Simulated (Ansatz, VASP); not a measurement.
**Two plane-wave programs on Br**

```
Br
1.0
     4.59764    0.00000    0.00000
     0.00000    4.59764    0.00000
     0.00000    0.00000    4.59764
Br
3
Direct
  0.50000 0.00000 0.00000
  0.00000 0.50000 0.00000
  0.00000 0.00000 0.50000
```

Alike in both runs: task single point; functional PBEsol; k mesh 5 × 5 × 5; occupations gaussian, width 0.15 eV; no spin polarisation.

|  | VASP | Ansatz |
| --- | --- | --- |
| version | VASP 6.6.1 | Ansatz 0.2.0 |
| potentials or method | VASP PAW PBE potentials, release 64 (Br), cutoff 520 eV | plane waves, PAW |
| valence electrons in the cell | 21 | 21 |

|  | VASP | Ansatz | Ansatz less VASP |
| --- | --- | --- | --- |
| gap on the k mesh at the Fermi level (eV) | none | none | - |
| pressure (GPa) | -2.7 | -2.7 | -0.01 |

VASP's potentials were made for PBE, not for PBEsol. A gap of «none» marks a metal or a gap that the smearing closes.
